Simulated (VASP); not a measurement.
# CuI (I4/mmm) in VASP: further runs

CuI is run at these levels: PBEsol; tasks: single point.

All numbers are computed with VASP 6.6.1; they aren't measurements. Logs are shortened: lines on timing, memory, paths and dates and some standing lists are left out, and cuts for length are marked.

## (1) The cell of the first run

The structure is tetragonal, space group I4/mmm (No. 139). The conventional cell has a = 4.048 Å, b = 4.048 Å, c = 5.438 Å, α = 90.00°, β = 90.00°, γ = 90.00°. Cu (site symmetry 4/mmm) has 6 I at 2.72 to 2.86 Å within 3.6 Å. I (site symmetry 4/mmm) has 6 Cu at 2.72 to 2.86 Å within 3.6 Å.

## (2) Single point, PBEsol (strain -0.0500 x Voigt [0, 1, 0, 0, 0, 0])

The input, INCAR:

```
SYSTEM = CuI
ALGO = Normal
EDIFF = 1E-7
ENCUT = 520
GGA = PS
ISIF = 2
ISMEAR = 0
LASPH = .True.
LCHARG = .False.
LREAL = .False.
LWAVE = .False.
NBANDS = 16
NELM = 60
PREC = Accurate
SIGMA = 0.15
```

The input, KPOINTS:

```
k-points
0
Gamma
  14 14 14
  0 0 0
```

The input, POSCAR:

```
CuI
1.0
    0.0000000000      2.7189845500      2.8620890000
    2.8620890000      0.0000000000      2.8620890000
    2.8620890000      2.7189845500      0.0000000000
Cu I
1 1
Direct
    0.0000000000      0.0000000000      0.0000000000
    0.5000000000      0.5000000000      0.5000000000
```

Potentials or basis: VASP PAW PBE potentials, release 64 (Cu, I).

On the command line:

```console
> cat potpaw_PBE.64/Cu/POTCAR potpaw_PBE.64/I/POTCAR > POTCAR
> mpirun -np 1 vasp_std > vasp.out
```

OUTCAR:

```text
SYSTEM = CuI
   EDIFF = 1E-7
   ENCUT = 520
   GGA = PS
   ISIF = 2
   ISMEAR = 0
   LASPH = .True.
   LREAL = .False.
   NELM = 60
   PREC = Accurate

 ion  position               nearest neighbor table
   1  0.000  0.000  0.000-   2 2.72   2 2.72   2 2.86   2 2.86   2 2.86   2 2.86
   2  0.500  0.500  0.500-   1 2.72   1 2.72   1 2.86   1 2.86   1 2.86   1 2.86

  LATTYP: Found a body centered tetragonal cell.
 ALAT       =     4.0476050805
 C/A-ratio  =     1.3435028843

  Lattice vectors:

 A1 = (   0.0000000000,  -2.7189845500,   2.8620890000)
 A2 = (   0.0000000000,  -2.7189845500,  -2.8620890000)
 A3 = (   2.8620890000,   2.7189845500,   0.0000000000)

Analysis of symmetry for initial positions (statically):
=====================================================================
 Subroutine PRICEL returns:
 Original cell was already a primitive cell.

 Routine SETGRP: Setting up the symmetry group for a
 body centered tetragonal supercell.

 Subroutine GETGRP returns: Found 16 space group operations
 (whereof 16 operations were pure point group operations)
 out of a pool of 16 trial point group operations.

The static configuration has the point symmetry D_4h.

Analysis of symmetry for dynamics (positions and initial velocities):
=====================================================================
 Subroutine PRICEL returns:
 Original cell was already a primitive cell.

 Routine SETGRP: Setting up the symmetry group for a
 body centered tetragonal supercell.

 Subroutine GETGRP returns: Found 16 space group operations
 (whereof 16 operations were pure point group operations)
 out of a pool of 16 trial point group operations.

The dynamic configuration has the point symmetry D_4h.

 Subroutine INISYM returns: Found 16 space group operations
 (whereof 16 operations are pure point group operations),
 and found     1 'primitive' translations

----------------------------------------------------------------------------------------

                                     Primitive cell

  volume of cell :      44.5454

  direct lattice vectors                    reciprocal lattice vectors
     0.000000000  2.718984550  2.862089000    -0.174697572  0.183892181  0.174697572
     2.862089000  0.000000000  2.862089000     0.174697572 -0.183892181  0.174697572
     2.862089000  2.718984550  0.000000000     0.174697572  0.183892181 -0.174697572

  length of vectors
     3.947712050  4.047605081  3.947712050     0.307985094  0.307985094  0.307985094

  position of ions in fractional coordinates (direct lattice)
[... 75 lines left out ...]
   LSORBIT =      F    spin-orbit coupling
   LASPH  =      T    aspherical Exc in radial PAW
   ENCUT  =  520.0 eV  38.22 Ry    6.18 a.u.   7.34  7.53  7.34*2*pi/ulx,y,z
   NELM   =     60;   NELMIN=  2; NELMDL= -5     # of ELM steps
   EDIFF  = 0.1E-06   stopping-criterion for ELM
   LREAL  =      F    real-space projection
   EDIFFG = 0.1E-05   stopping-criterion for IOM
   NSW    =      0    number of steps for IOM
   IBRION =     -1    ionic relax: 0-MD 1-quasi-New 2-CG
   NFREE  =      0    steps in history (QN), initial steepest desc. (CG)
   ISIF   =      2    stress and relaxation
   ISYM   =      2    0-nonsym 1-usesym 2-fastsym
   POTIM  = 0.5000    time-step for ionic-motion
   TEBEG  =    0.0;   TEEND  =   0.0 temperature during run
   PSTRESS=    0.0 pullay stress
   NELECT =      18.0000    total number of electrons
   NUPDOWN=      -1.0000    fix difference up-down
   EMIN   =  10.00;   EMAX   =-10.00  energy-range for DOS
   EFERMI =   0.00;   METHOD = LEGACY
   ISMEAR =     0;   SIGMA  =   0.15  broadening in eV -4-tet -1-fermi 0-gaus
   EFERMI_NEDOS =   21; number of points for ismear=-14 and -15
   IALGO  =     38    algorithm
   IMIX   =      4    mixing-type and parameters
     AMIX     =   0.40;   BMIX     =  1.00
     AMIX_MAG =   1.60;   BMIX_MAG =  1.00
  volume/ion in A,a.u.               =      22.27       150.30
  Fermi-wavevector in a.u.,A,eV,Ry     =   1.210314  2.287162 19.930625  1.464860
  Thomas-Fermi vector in A             =   2.345864
   LORBIT       =      0    0 simple, 1 ext, 2 COOP (PROOUT), +10 PAW based schemes
   GGA     = PS    functional components
   LHFCALC =     F    Hartree Fock is set to
   AEXX    =    0.0000 exact exchange contribution
   IVDW    =     0    specifies the selected vdW correction
   LEPSILON=     F    determine dielectric tensor
   LRPA    =     F    only Hartree local field effects (RPA)
 non-spin polarized calculation
 Gauss-broadening in eV      SIGMA  =   0.15
  energy-cutoff  :      520.00
  volume of cell :       44.55
 maximum number of plane-waves:      1218
 NGX is ok and might be reduce to    30
   NGX = 15   NGY = 15   NGZ = 15

 number of electron      18.0000001 magnetization

 Free energy of the ion-electron system (eV)
  ---------------------------------------------------
  ext. energy  EPLUGINS =         0.00000000
  ---------------------------------------------------
  free energy    TOTEN  =        -5.91827355 eV

  energy without entropy =       -5.91226114  energy(sigma->0) =       -5.91526735

 E-fermi :   6.7448     XC(G=0): -10.4439

 val. band max:        6.7387830227   @ k =  -0.2857   0.1429   0.0000
 cond. band min:       6.7538522623   @ k =  -0.3571   0.0714  -0.0000
 fundamental gap:      0.0150692396
 Fermi energy:         6.7448468846

 k-point     1 :       0.0000    0.0000    0.0000
  band No.  band energies     occupation
      1      -7.9217      2.00000
      2       4.4762      2.00000
      3       4.4872      2.00000
      4       4.4872      2.00000
      5       4.5474      2.00000
      6       4.6160      2.00000
[... 433 lines left out ...]
      3       3.2937      2.00000
      4       3.5857      2.00000
      5       4.5227      2.00000
      6       4.6699      2.00000
[... 8 lines left out ...]
     15      16.7901      0.00000
     16      17.0479      0.00000

 [... further k-points ...]
[... 5 lines left out ...]
  --------------------------------------------------------------------------------------
  -------------------------------------------------------------------------------------
  Total       -0.3901926      0.1743181     -0.3901926      0.0000000      0.0000000      0.0000000
  in kB      -14.0341669      6.2697460    -14.0341669      0.0000000      0.0000000      0.0000000
  external PRESSURE =      -7.2661959 kB  Pullay stress =       0.0000000 kB

 VOLUME and BASIS-vectors are now :
 -----------------------------------------------------------------------------
  energy-cutoff  :      520.00
  volume of cell :       44.55
      direct lattice vectors                 reciprocal lattice vectors
     0.000000000  2.718984550  2.862089000    -0.174697572  0.183892181  0.174697572
     2.862089000  0.000000000  2.862089000     0.174697572 -0.183892181  0.174697572
     2.862089000  2.718984550  0.000000000     0.174697572  0.183892181 -0.174697572

 POSITION                                       TOTAL-FORCE (eV/Angst)
 -----------------------------------------------------------------------------------
      0.00000      0.00000      0.00000         0.000000     -0.000000      0.000000
      2.86209      2.71898      2.86209         0.000000      0.000000      0.000000
 -----------------------------------------------------------------------------------
    total drift:                               -0.000000      0.000000      0.000000

  FREE ENERGIE OF THE ION-ELECTRON SYSTEM (eV)
  ---------------------------------------------------
  free  energy   TOTEN  =        -5.9182735538 eV

  energy  without entropy=       -5.9122611415  energy(sigma->0) =       -5.91526735
```

OSZICAR:

```text
N       E                     dE             d eps       ncg     rms          rms(c)
DAV:   1     0.975581410382E+02    0.97558E+02   -0.80272E+03  7848   0.129E+03
DAV:   2    -0.994263878085E-01   -0.97658E+02   -0.89655E+02  8408   0.238E+02
DAV:   3    -0.607884249513E+01   -0.59794E+01   -0.58611E+01 10480   0.628E+01
DAV:   4    -0.624159135967E+01   -0.16275E+00   -0.16268E+00 10144   0.906E+00
DAV:   5    -0.624677298613E+01   -0.51816E-02   -0.51815E-02 11536   0.167E+00    0.858E+00
DAV:   6    -0.622554688854E+01    0.21226E-01   -0.45271E+00  8120   0.559E+01    0.485E+00
DAV:   7    -0.591819730712E+01    0.30735E+00   -0.11901E+00  8688   0.370E+01    0.236E+00
DAV:   8    -0.592345153856E+01   -0.52542E-02   -0.59038E-02 11872   0.445E+00    0.103E+00
DAV:   9    -0.591827189186E+01    0.51796E-02   -0.16418E-02 10088   0.362E+00    0.228E-01
DAV:  10    -0.591858064046E+01   -0.30875E-03   -0.81456E-04 12504   0.615E-01    0.227E-01
DAV:  11    -0.591826842457E+01    0.31222E-03   -0.11921E-03  9704   0.103E+00    0.354E-02
DAV:  12    -0.591827432631E+01   -0.59017E-05   -0.67195E-05  9600   0.561E-02    0.230E-02
DAV:  13    -0.591827457982E+01   -0.25351E-06   -0.15127E-06 12136   0.108E-02    0.247E-02
DAV:  14    -0.591827415586E+01    0.42396E-06   -0.60519E-07 10648   0.231E-02    0.219E-02
DAV:  15    -0.591827354744E+01    0.60843E-06   -0.18839E-06 10904   0.449E-02    0.131E-02
DAV:  16    -0.591827355378E+01   -0.63446E-08   -0.37028E-07  8480   0.527E-03
   1 F= -.59182736E+01 E0= -.59152673E+01  d E =-.601241E-02
```

Run time: 3 min. Hardware: 1 thread of Intel Xeon Platinum 8259CL at 2.50GHz (Skylake/Cascade Lake), shared host; peak memory 0.31 GiB.

Results:

| Item | Value |
| --- | --- |
| Free energy | -5.9183 eV |
| Pressure | -0.7 GPa |
| Band gap on the k mesh | zero (band 9 reaches 6.85 eV, above the bottom of band 10 at 6.00 eV) |

Levels at points of the mesh, in eV from the Fermi level:
```
           k point  band 6  band 7  band 8  band 9  band 10  band 11  band 12  band 13
(0.00, 0.00, 0.00)   -2.13   -2.06   -1.76   -1.76     1.02     7.20     7.20     7.48
(0.50, 0.00, 0.00)   -1.96   -1.86   -0.14    0.11     2.58     4.03     4.55     5.92
(0.50, 0.50, 0.00)   -2.13   -1.89   -1.86   -1.74    -0.50     4.32     9.56    10.49
(0.50, 0.00, 0.50)   -2.04   -1.90   -1.90   -1.77    -0.75     4.06    10.08    10.08
```

Caveat: the cell differs from its parent crystal (strain -0.0500 x Voigt [0, 1, 0, 0, 0, 0]); the PAW data sets were made with another functional, which shifts forces and pressure a little; spin-orbit coupling is left out, which moves the levels of the heavy elements; semilocal functionals often make such compounds metallic where correlation or magnetic order opens a gap, which also shifts bond lengths.

## (3) Single point, PBEsol (strain +0.0750 x Voigt [0, 1, 0, 0, 0, 0])

The input, INCAR:

```
  PREC = Accurate
  ENCUT = 520
  EDIFF = 1E-7
  ISMEAR = 0
  SIGMA = 0.15
  LREAL = False
  LASPH = True
  NELM = 100
  ALGO = Normal
  ISIF = 2
  LWAVE = False
  LCHARG = True
  GGA = PS
  LELF = True
  LVHAR = True
  NBANDS = 16
```

The input, KPOINTS:

```
Automatic mesh
0
Gamma
  14 14 14
```

The input, POSCAR:

```
CuI
1.0
    0.0000000000      3.0767456750      2.8620890000
    2.8620890000      0.0000000000      2.8620890000
    2.8620890000      3.0767456750      0.0000000000
Cu I
1 1
Direct
    0.0000000000      0.0000000000      0.0000000000
    0.5000000000      0.5000000000      0.5000000000
```

Potentials or basis: VASP PAW PBE potentials, release 64 (Cu, I).

On the command line:

```console
> cat potpaw_PBE.64/Cu/POTCAR potpaw_PBE.64/I/POTCAR > POTCAR
> mpirun -np 1 vasp_std > vasp.out
```

OUTCAR:

```text
PREC = Accurate
   ENCUT = 520
   EDIFF = 1E-7
   ISMEAR = 0
   LREAL = False
   LASPH = True
   NELM = 100
   ISIF = 2
   GGA = PS

 ion  position               nearest neighbor table
   1  0.000  0.000  0.000-   2 2.86   2 2.86   2 2.86   2 2.86   2 3.08   2 3.08
   2  0.500  0.500  0.500-   1 2.86   1 2.86   1 2.86   1 2.86   1 3.08   1 3.08

  LATTYP: Found a body centered tetragonal cell.
 ALAT       =     4.0476050805
 C/A-ratio  =     1.5202795796

  Lattice vectors:

 A1 = (   0.0000000000,  -3.0767456750,   2.8620890000)
 A2 = (   0.0000000000,  -3.0767456750,  -2.8620890000)
 A3 = (   2.8620890000,   3.0767456750,   0.0000000000)

Analysis of symmetry for initial positions (statically):
=====================================================================
 Subroutine PRICEL returns:
 Original cell was already a primitive cell.

 Routine SETGRP: Setting up the symmetry group for a
 body centered tetragonal supercell.

 Subroutine GETGRP returns: Found 16 space group operations
 (whereof 16 operations were pure point group operations)
 out of a pool of 16 trial point group operations.
[... 157 lines left out ...]
  ext. energy  EPLUGINS =         0.00000000
  ---------------------------------------------------
  free energy    TOTEN  =        -5.79521505 eV

  energy without entropy =       -5.79029869  energy(sigma->0) =       -5.79275687

 E-fermi :   5.2758     XC(G=0):  -9.8486

 val. band max:        5.2706971202   @ k =   0.5000   0.4286   0.0714
 cond. band min:       5.2875996451   @ k =  -0.3571   0.0000   0.1429
 fundamental gap:      0.0169025250
 Fermi energy:         5.2758328742

 k-point     1 :       0.0000    0.0000    0.0000
  band No.  band energies     occupation
      1      -8.7041      2.00000
      2       3.3594      2.00000
      3       3.3594      2.00000
      4       3.3695      2.00000
      5       3.4056      2.00000
      6       3.4725      2.00000
[... 433 lines left out ...]
      3       2.1860      2.00000
      4       2.5007      2.00000
      5       3.4952      2.00000
      6       3.5673      2.00000
[... 8 lines left out ...]
     15      15.1621      0.00000
     16      15.3558      0.00000

 [... further k-points ...]
[... 5 lines left out ...]
  --------------------------------------------------------------------------------------
  -------------------------------------------------------------------------------------
  Total       -1.7368335     -1.6369469     -1.7368335      0.0000000     -0.0000000      0.0000000
  in kB      -55.2053166    -52.0304177    -55.2053166      0.0000000     -0.0000000      0.0000000
  external PRESSURE =     -54.1470170 kB  Pullay stress =       0.0000000 kB

 VOLUME and BASIS-vectors are now :
 -----------------------------------------------------------------------------
  energy-cutoff  :      520.00
  volume of cell :       50.41
      direct lattice vectors                 reciprocal lattice vectors
     0.000000000  3.076745675  2.862089000    -0.174697572  0.162509370  0.174697572
     2.862089000  0.000000000  2.862089000     0.174697572 -0.162509370  0.174697572
     2.862089000  3.076745675  0.000000000     0.174697572  0.162509370 -0.174697572

 POSITION                                       TOTAL-FORCE (eV/Angst)
 -----------------------------------------------------------------------------------
      0.00000      0.00000      0.00000         0.000000     -0.000000     -0.000000
      2.86209      3.07675      2.86209        -0.000000      0.000000      0.000000
 -----------------------------------------------------------------------------------
    total drift:                                0.000000     -0.000000     -0.000000

  FREE ENERGIE OF THE ION-ELECTRON SYSTEM (eV)
  ---------------------------------------------------
  free  energy   TOTEN  =        -5.7952150511 eV

  energy  without entropy=       -5.7902986934  energy(sigma->0) =       -5.79275687
```

OSZICAR:

```text
N       E                     dE             d eps       ncg     rms          rms(c)
DAV:   1     0.963342910132E+02    0.96334E+02   -0.79571E+03  7864   0.125E+03
DAV:   2     0.384595215610E+00   -0.95950E+02   -0.87886E+02  8304   0.228E+02
DAV:   3    -0.587937836783E+01   -0.62640E+01   -0.61366E+01 10488   0.626E+01
DAV:   4    -0.606145540824E+01   -0.18208E+00   -0.18201E+00 10168   0.941E+00
DAV:   5    -0.606634060531E+01   -0.48852E-02   -0.48851E-02 11624   0.156E+00    0.696E+00
DAV:   6    -0.605430546413E+01    0.12035E-01   -0.39005E+00  8184   0.484E+01    0.429E+00
DAV:   7    -0.579524489622E+01    0.25906E+00   -0.10048E+00  8600   0.327E+01    0.188E+00
DAV:   8    -0.580014273177E+01   -0.48978E-02   -0.70757E-02 11448   0.503E+00    0.861E-01
DAV:   9    -0.579515524907E+01    0.49875E-02   -0.19167E-02 10176   0.368E+00    0.170E-01
DAV:  10    -0.579557678668E+01   -0.42154E-03   -0.12972E-03 10848   0.956E-01    0.210E-01
DAV:  11    -0.579520565521E+01    0.37113E-03   -0.14053E-03  9560   0.105E+00    0.166E-02
DAV:  12    -0.579521550845E+01   -0.98532E-05   -0.99230E-05  9936   0.624E-02    0.192E-02
DAV:  13    -0.579521598600E+01   -0.47755E-06   -0.30536E-06 12120   0.162E-02    0.258E-02
DAV:  14    -0.579521545220E+01    0.53380E-06   -0.34980E-07 11352   0.173E-02    0.145E-02
DAV:  15    -0.579521512024E+01    0.33196E-06   -0.72719E-07 10472   0.235E-02    0.718E-03
DAV:  16    -0.579521505111E+01    0.69137E-07   -0.12696E-07  5704   0.768E-03
   1 F= -.57952151E+01 E0= -.57927569E+01  d E =-.491636E-02
```

stdout:

```text
POSCAR found type information on POSCAR CuI
 POSCAR found :  2 types and       2 ions
 scaLAPACK will be used
 -----------------------------------------------------------------------------
|                                                                             |
|                                                                             |
|     You enforced a specific xc type in the INCAR file but a different       |
|     I HOPE YOU KNOW WHAT YOU ARE DOING!                                     |
|                                                                             |
 -----------------------------------------------------------------------------

 LDA part: xc-table for (Slater+PW92), standard interpolation
 POSCAR, INCAR and KPOINTS ok, starting setup
 FFT: planning ... GRIDC
 FFT: planning ... GRID_SOFT
 FFT: planning ... GRID
 WAVECAR not read
 entering main loop
```

Wall time 2.4 min (1 thread of Intel Xeon Platinum 8259CL at 2.50GHz (Skylake/Cascade Lake), shared host); peak memory 0.34 GiB.

What came out:

- Free energy: -5.7952 eV
- Pressure: -5.4 GPa
- Band gap on the k mesh: zero (band 9 reaches 5.33 eV, above the bottom of band 10 at 4.73 eV)

Stress tensor (GPa, compression positive):
```
-5.52  0.00  0.00
 0.00 -5.20  0.00
 0.00  0.00 -5.52
```

Levels at points of the mesh, in eV from the Fermi level:
```tsv
k point	band 5	band 6	band 7	band 8	band 9	band 10	band 11	band 12	band 13	band 14
(0.00, 0.00, 0.00)	-1.87	-1.80	-1.76	-1.76	-1.64	0.48	6.98	7.39	7.39	7.46
(0.50, 0.00, 0.00)	-1.63	-1.61	-1.53	-0.29	0.06	2.63	4.20	4.65	5.23	10.17
(0.50, 0.50, 0.00)	-2.01	-1.70	-1.57	-1.56	-1.48	-0.55	4.34	8.47	9.83	10.31
(0.50, 0.00, 0.50)	-2.09	-1.80	-1.54	-1.54	-1.44	-0.26	4.63	9.05	9.73	9.73
```

Caveat: the cell differs from its parent crystal (strain +0.0750 x Voigt [0, 1, 0, 0, 0, 0]); the PAW data sets were made with another functional, which shifts forces and pressure a little; spin-orbit coupling is left out, which moves the levels of the heavy elements; semilocal functionals often make such compounds metallic where correlation or magnetic order opens a gap, which also shifts bond lengths.

(Part 1 of 2 ends here.)
